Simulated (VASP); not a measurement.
Input of a VASP 6.6.1 run:

The input INCAR:

```
SYSTEM = Cd7S
ALGO     = Normal         ! electronic algorithm
EDIFF    = 1E-7           ! SCF threshold, eV
ENCUT    = 520            ! plane-wave cutoff, eV
GGA      = PE             ! functional
ISIF     = 2              ! what is computed and relaxed
ISMEAR   = 0              ! smearing method
LASPH    = .True.         ! aspherical terms in the spheres
LCHARG   = .False.        ! write CHGCAR
LREAL    = .False.        ! projectors in reciprocal space
LWAVE    = .False.        ! write WAVECAR
NBANDS   = 55             ! bands
NELM     = 100            ! most SCF steps
PREC     = Accurate       ! precision mode
SIGMA    = 0.2            ! smearing width, eV
```

File KPOINTS:

```
k-points
0
Gamma
  3 3 3
  0 0 0
```

File POSCAR:

```
Cd7S
1.0
   -3.6082591713      3.6082591713      3.6082591713
    3.6082591713     -3.6082591713      3.6082591713
    3.6082591713      3.6082591713     -3.6082591713
Cd S
7 1
Direct
    0.0000000000      0.5000000000      0.5000000000
    0.5000000000      0.0000000000      0.5000000000
    0.5000000000      0.5000000000      0.0000000000
    0.4305562818      0.4305562818      0.4305562818
    0.0000000000      0.0000000000      0.5694437182
    0.0000000000      0.5694437182      0.0000000000
    0.5694437182      0.0000000000      0.0000000000
    0.0000000000      0.0000000000      0.0000000000
```

Potentials or basis: VASP PAW PBE potentials, release 64 (Cd, S).

Command:

```bash
$ cat potpaw_PBE.64/Cd/POTCAR potpaw_PBE.64/S/POTCAR > POTCAR
$ mpirun -np 1 vasp_std > vasp.out
```

Question: Estimate the band gap on the k mesh.

Answer: Zero (band 45 reaches 2.60 eV, above the bottom of band 46 at 1.64 eV).

Question: What does it give for the largest force?

Answer: 0.135 eV/Å.

Forces in eV/Å, atoms in the order of the input:
```
Cd   0.000  0.000  0.000
Cd   0.000  0.000  0.000
Cd   0.000  0.000  0.000
Cd   0.078  0.078  0.078
Cd  -0.078 -0.078  0.078
Cd  -0.078  0.078 -0.078
Cd   0.078 -0.078 -0.078
S    0.000  0.000  0.000
```

Caveat: the k points lie up to 0.41 Å⁻¹ apart.
